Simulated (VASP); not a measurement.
# Y (Fmmm) in VASP: further runs

Runs on Y. Level: PBEsol. Tasks: single point.

Everything below comes from runs of VASP 6.6.1. Logs are shortened: lines on timing, memory, paths and dates and some standing lists are left out, and cuts for length are marked.

## (1) The cell of the first run

It takes space group Fmmm (No. 69, orthorhombic). The conventional cell has a = 4.597 Å, b = 4.970 Å, c = 5.343 Å, α = 90.00°, β = 90.00°, γ = 90.00°. Y (site symmetry mmm) has 14 Y at 3.39 to 4.60 Å within 4.6 Å.

## (2) Single point, PBEsol (strain +0.0750 x Voigt [1, -1, 0, 0, 0, 0])

File INCAR:

```
PREC = Accurate ; ENCUT = 520
EDIFF = 1E-7 ; ISMEAR = 0
SIGMA = 0.15 ; LREAL = False
LASPH = True ; NELM = 100
ALGO = Fast ; ISIF = 2
LWAVE = False ; LCHARG = True
GGA = PS ; LELF = True
LVHAR = True ; NBANDS = 12
```

File KPOINTS:

```
Automatic mesh
0
Gamma
  16 16 16
```

File POSCAR:

```
Y
1.0
    0.0000000000      2.2986250000      2.4850000000
    2.6713750000      0.0000000000      2.4850000000
    2.6713750000      2.2986250000      0.0000000000
Y
1
Direct
    0.0000000000      0.0000000000      0.0000000000
```

Potentials or basis: VASP PAW PBE potentials, release 64 (Y_sv).

Command:

```
$ cat potpaw_PBE.64/Y_sv/POTCAR > POTCAR
$ mpirun -np 1 vasp_std > vasp.out
```

OUTCAR:

```text
PREC = Accurate
   ENCUT = 520
   EDIFF = 1E-7
   ISMEAR = 0
   LREAL = False
   LASPH = True
   NELM = 100
   ISIF = 2
   GGA = PS

 ion  position               nearest neighbor table
   1  0.000  0.000  0.000-

  LATTYP: Found a face centered orthorhombic cell.
 ALAT       =     4.5972500000
 B/A-ratio  =     1.0810810811
 C/A-ratio  =     1.1621621622

  Lattice vectors:

 A1 = (  -2.6713750000,   0.0000000000,  -2.4850000000)
 A2 = (  -2.6713750000,   2.2986250000,   0.0000000000)
 A3 = (   0.0000000000,   2.2986250000,  -2.4850000000)

Analysis of symmetry for initial positions (statically):
=====================================================================
 Subroutine PRICEL returns:
 Original cell was already a primitive cell.

 Routine SETGRP: Setting up the symmetry group for a
 face centered orthorhombic supercell.

 Subroutine GETGRP returns: Found  8 space group operations
 (whereof  8 operations were pure point group operations)
 out of a pool of  8 trial point group operations.

The static configuration has the point symmetry D_2h.

Analysis of symmetry for dynamics (positions and initial velocities):
=====================================================================
 Subroutine PRICEL returns:
 Original cell was already a primitive cell.

 Routine SETGRP: Setting up the symmetry group for a
 face centered orthorhombic supercell.

 Subroutine GETGRP returns: Found  8 space group operations
 (whereof  8 operations were pure point group operations)
 out of a pool of  8 trial point group operations.

The dynamic configuration has the point symmetry D_2h.

 Subroutine INISYM returns: Found  8 space group operations
 (whereof  8 operations are pure point group operations),
 and found     1 'primitive' translations

----------------------------------------------------------------------------------------

                                     Primitive cell

  volume of cell :      30.5182

  direct lattice vectors                    reciprocal lattice vectors
     0.000000000  2.298625000  2.485000000    -0.187169529  0.217521344  0.201207243
     2.671375000  0.000000000  2.485000000     0.187169529 -0.217521344  0.201207243
     2.671375000  2.298625000  0.000000000     0.187169529  0.217521344 -0.201207243

  length of vectors
     3.385099982  3.648488645  3.524190869     0.350474425  0.350474425  0.350474425

  position of ions in fractional coordinates (direct lattice)
     0.000000000  0.000000000  0.000000000

  ion indices of the primitive-cell ions
   primitive index   ion index
                 1           1

----------------------------------------------------------------------------------------

 KPOINTS: Automatic mesh

Automatic generation of k-mesh.
 Grid dimensions read from file:
 generate k-points for:   16   16   16

 Generating k-lattice:

  Cartesian coordinates                     Fractional coordinates (reciprocal lattice)
    -0.011698096  0.013595084  0.012575453     0.062500000  0.000000000  0.000000000
     0.011698096 -0.013595084  0.012575453     0.000000000  0.062500000  0.000000000
     0.011698096  0.013595084 -0.012575453     0.000000000  0.000000000  0.062500000

  Length of vectors
     0.021904652  0.021904652  0.021904652

  Shift w.r.t. Gamma in fractional coordinates (k-lattice)
     0.000000000  0.000000000  0.000000000

 Subroutine IBZKPT returns following result:
 ===========================================

 Found    621 irreducible k-points:

 Following reciprocal coordinates:
            Coordinates               Weight
  0.000000  0.000000  0.000000      1.000000
  0.062500  0.000000 -0.000000      8.000000
  0.125000  0.000000 -0.000000      8.000000
  0.187500  0.000000 -0.000000      8.000000
  0.250000  0.000000 -0.000000      8.000000
  0.312500  0.000000 -0.000000      8.000000
[... 16 lines left out ...]
 -0.125000  0.062500  0.000000      8.000000
 -0.062500  0.062500  0.000000      4.000000
 [... further k-points ...]
   k-points           NKPTS =    621   k-points in BZ     NKDIM =    621   number of bands    NBANDS=     12
   number of dos      NEDOS =    301   number of ions     NIONS =      1
   total plane-waves  NPLWV =  21952
   dimension x,y,z NGX =    28 NGY =   28 NGZ =   28
   dimension x,y,z NGXF=    56 NGYF=   56 NGZF=   56
   ions per type =               1
   NGX,Y,Z   is equivalent  to a cutoff of  13.75, 12.76, 13.21 a.u.
   NGXF,Y,Z  is equivalent  to a cutoff of  27.50, 25.52, 26.42 a.u.
 SYSTEM =  unknown system
   PREC   = accura    normal or accurate (medium, high low for compatibility)
   ISTART =      0    job   : 0-new  1-cont  2-samecut
   ICHARG =      2    charge: 1-file 2-atom 10-const
   ISPIN  =      1    spin polarized calculation?
   LNONCOLLINEAR =      F non collinear calculations
   LSORBIT =      F    spin-orbit coupling
   LASPH  =      T    aspherical Exc in radial PAW
   ENCUT  =  520.0 eV  38.22 Ry    6.18 a.u.   6.29  6.78  6.55*2*pi/ulx,y,z
   NELM   =    100;   NELMIN=  2; NELMDL= -5     # of ELM steps
   EDIFF  = 0.1E-06   stopping-criterion for ELM
   LREAL  =      F    real-space projection
   EDIFFG = 0.1E-05   stopping-criterion for IOM
   NSW    =      0    number of steps for IOM
   IBRION =     -1    ionic relax: 0-MD 1-quasi-New 2-CG
   NFREE  =      0    steps in history (QN), initial steepest desc. (CG)
   ISIF   =      2    stress and relaxation
   ISYM   =      2    0-nonsym 1-usesym 2-fastsym
   POTIM  = 0.5000    time-step for ionic-motion
   TEBEG  =    0.0;   TEEND  =   0.0 temperature during run
   PSTRESS=    0.0 pullay stress
   NELECT =      11.0000    total number of electrons
   NUPDOWN=      -1.0000    fix difference up-down
   EMIN   =  10.00;   EMAX   =-10.00  energy-range for DOS
   EFERMI =   0.00;   METHOD = LEGACY
   ISMEAR =     0;   SIGMA  =   0.15  broadening in eV -4-tet -1-fermi 0-gaus
   EFERMI_NEDOS =   21; number of points for ismear=-14 and -15
   IALGO  =     68    algorithm
   IMIX   =      4    mixing-type and parameters
     AMIX     =   0.40;   BMIX     =  1.00
     AMIX_MAG =   1.60;   BMIX_MAG =  1.00
  volume/ion in A,a.u.               =      30.52       205.95
  Fermi-wavevector in a.u.,A,eV,Ry     =   1.165072  2.201666 18.468436  1.357392
  Thomas-Fermi vector in A             =   2.301602
   LORBIT       =      0    0 simple, 1 ext, 2 COOP (PROOUT), +10 PAW based schemes
   GGA     = PS    functional components
   LHFCALC =     F    Hartree Fock is set to
   AEXX    =    0.0000 exact exchange contribution
   IVDW    =     0    specifies the selected vdW correction
   LEPSILON=     F    determine dielectric tensor
   LRPA    =     F    only Hartree local field effects (RPA)
 non-spin polarized calculation
 RMM-DIIS sequential band-by-band and
 Gauss-broadening in eV      SIGMA  =   0.15
  energy-cutoff  :      520.00
  volume of cell :       30.52
 maximum number of plane-waves:       842
 NGX is ok and might be reduce to    28
   NGX = 13   NGY = 13   NGZ = 13

 number of electron      11.0000000 magnetization

 Free energy of the ion-electron system (eV)
  ---------------------------------------------------
  ext. energy  EPLUGINS =         0.00000000
  ---------------------------------------------------
  free energy    TOTEN  =        -6.77820945 eV

  energy without entropy =       -6.76058930  energy(sigma->0) =       -6.76939937

 E-fermi :   3.3036     XC(G=0):  -9.8225

 val. band max:        3.2992710928   @ k =  -0.2500   0.1250   0.3125
 cond. band min:       3.3057956342   @ k =   0.3125  -0.4375   0.1875
 fundamental gap:      0.0065245414
 Fermi energy:         3.3035710616

 k-point     1 :       0.0000    0.0000    0.0000
  band No.  band energies     occupation
      1     -39.1590      2.00000
      2     -18.8267      2.00000
      3     -18.8114      2.00000
      4     -18.8109      2.00000
      5      -1.5626      2.00000
      6       4.5624      0.00000
      7       5.2766      0.00000
      8       5.8377      0.00000
      9       6.3807      0.00000
     10       7.9626      0.00000
     11      12.6598      0.00000
     12      14.5681      0.00000

 k-point     2 :       0.0625    0.0000   -0.0000
  band No.  band energies     occupation
      1     -39.1556      2.00000
      2     -18.8462      2.00000
      3     -18.8265      2.00000
      4     -18.8127      2.00000
      5      -1.4563      2.00000
      6       4.5764      0.00000
      7       5.2544      0.00000
      8       5.8081      0.00000
      9       6.3588      0.00000
     10       7.8784      0.00000
     11      12.9044      0.00000
     12      14.6757      0.00000

 k-point     3 :       0.1250    0.0000   -0.0000
  band No.  band energies     occupation
      1     -39.1460      2.00000
      2     -18.9275      2.00000
      3     -18.8440      2.00000
      4     -18.8165      2.00000
      5      -1.1489      2.00000
      6       4.5479      0.00000
      7       5.1412      0.00000
      8       5.8330      0.00000
      9       6.3668      0.00000
     10       7.6780      0.00000
     11      13.4870      0.00000
     12      14.6464      0.00000

 k-point     4 :       0.1875    0.0000   -0.0000
  band No.  band energies     occupation
      1     -39.1315      2.00000
      2     -19.0492      2.00000
      3     -18.8680      2.00000
      4     -18.8218      2.00000
      5      -0.6760      2.00000
      6       4.3456      0.00000
      7       4.9942      0.00000
      8       5.9512      0.00000
      9       6.5562      0.00000
     10       7.4905      0.00000
     11      13.5487      0.00000
     12      14.7592      0.00000

 k-point     5 :       0.2500    0.0000   -0.0000
  band No.  band energies     occupation
      1     -39.1143      2.00000
      2     -19.1894      2.00000
      3     -18.8960      2.00000
      4     -18.8279      2.00000
      5      -0.1017      2.00000
      6       4.0595      0.00000
      7       4.8368      0.00000
      8       6.0149      0.00000
      9       6.9979      0.00000
     10       7.4823      0.00000
     11      12.9066      0.00000
     12      15.1770      0.00000
[... 228 lines left out ...]
      1     -39.1067      2.00000
      2     -19.2299      2.00000
      3     -18.9207      2.00000
      4     -18.8423      2.00000
      5       0.1836      2.00000
      6       3.9315      0.00000
      7       4.7426      0.00000
      8       6.0045      0.00000
      9       7.0047      0.00000
     10       7.8234      0.00000
     11      12.8401      0.00000
     12      15.1879      0.00000

 k-point    22 :      -0.1875    0.0625    0.0000
  band No.  band energies     occupation
      1     -39.1239      2.00000
      2     -19.0943      2.00000
      3     -18.8905      2.00000
      4     -18.8351      2.00000
      5      -0.4029      2.00000
      6       4.1608      0.00000
      7       4.9800      0.00000
      8       5.9158      0.00000
      9       6.6506      0.00000
     10       7.6172      0.00000
     11      13.5021      0.00000
     12      15.0554      0.00000

 k-point    23 :      -0.1250    0.0625    0.0000
  band No.  band energies     occupation
      1     -39.1392      2.00000
      2     -18.9724      2.00000
      3     -18.8601      2.00000
      4     -18.8290      2.00000
      5      -0.9160      2.00000
      6       4.3799      0.00000
      7       5.2345      0.00000
      8       5.7375      0.00000
      9       6.4013      0.00000
     10       7.6972      0.00000
     11      13.8888      0.00000
     12      14.5253      0.00000

 k-point    24 :      -0.0625    0.0625    0.0000
  band No.  band energies     occupation
      1     -39.1503      2.00000
      2     -18.8862      2.00000
      3     -18.8328      2.00000
      4     -18.8241      2.00000
      5      -1.2815      2.00000
      6       4.5037      0.00000
      7       5.3556      0.00000
      8       5.6949      0.00000
      9       6.3181      0.00000
     10       7.8380      0.00000
     11      13.2923      0.00000
     12      14.7248      0.00000

 [... further k-points ...]

------------------------ aborting loop because EDIFF is reached ----------------------------------------

  FORCE on cell =-STRESS in cart. coord.  units (eV):
  Direction    XX          YY          ZZ          XY          YZ          ZX
  --------------------------------------------------------------------------------------
  -------------------------------------------------------------------------------------
  Total       -0.3951556      0.4257336      0.1403353      0.0000000      0.0000000      0.0000000
  in kB      -20.7452813     22.3505971      7.3674682      0.0000000      0.0000000      0.0000000
  external PRESSURE =       2.9909280 kB  Pullay stress =       0.0000000 kB

 VOLUME and BASIS-vectors are now :
 -----------------------------------------------------------------------------
  energy-cutoff  :      520.00
  volume of cell :       30.52
      direct lattice vectors                 reciprocal lattice vectors
     0.000000000  2.298625000  2.485000000    -0.187169529  0.217521344  0.201207243
     2.671375000  0.000000000  2.485000000     0.187169529 -0.217521344  0.201207243
     2.671375000  2.298625000  0.000000000     0.187169529  0.217521344 -0.201207243

 POSITION                                       TOTAL-FORCE (eV/Angst)
 -----------------------------------------------------------------------------------
      0.00000      0.00000      0.00000         0.000000      0.000000      0.000000
 -----------------------------------------------------------------------------------
    total drift:                               -0.000000      0.000000     -0.000000

  FREE ENERGIE OF THE ION-ELECTRON SYSTEM (eV)
  ---------------------------------------------------
  free  energy   TOTEN  =        -6.7782094492 eV

  energy  without entropy=       -6.7605892991  energy(sigma->0) =       -6.76939937
```

Run time: 6.3 min. Hardware: 1 thread of AMD EPYC 7R43 (Zen 3), shared host; peak memory 0.34 GiB.

Results:

```yaml
Free_energy: -6.7782 eV
Pressure: 0.3 GPa
Band_gap_on_the_k_mesh: zero (an odd number of electrons rules out a gap without spin polarisation)
```

Levels at points of the mesh, in eV from the Fermi level:
```tsv
k point	band 2	band 3	band 4	band 5	band 6	band 7	band 8	band 9	band 10	band 11
(0.00, 0.00, 0.00)	-22.13	-22.11	-22.11	-4.87	1.26	1.97	2.53	3.08	4.66	9.36
(0.50, 0.00, 0.00)	-22.84	-22.27	-22.15	-2.07	0.85	1.04	2.35	5.21	5.90	8.50
(0.50, 0.50, 0.00)	-22.82	-22.47	-22.27	-1.92	-0.84	2.36	5.17	5.27	6.66	7.70
(0.50, 0.00, 0.50)	-22.78	-22.53	-22.39	-1.83	-1.17	3.43	5.49	5.59	6.44	7.19
(0.00, 0.50, 0.50)	-22.76	-22.32	-22.25	-2.01	-0.80	1.49	5.58	5.73	6.23	8.66
```

Caveat: the cell differs from its parent crystal (strain +0.0750 x Voigt [1, -1, 0, 0, 0, 0]); the PAW data sets were made with another functional, which shifts forces and pressure a little.

(Continued in part 2 of 2.)
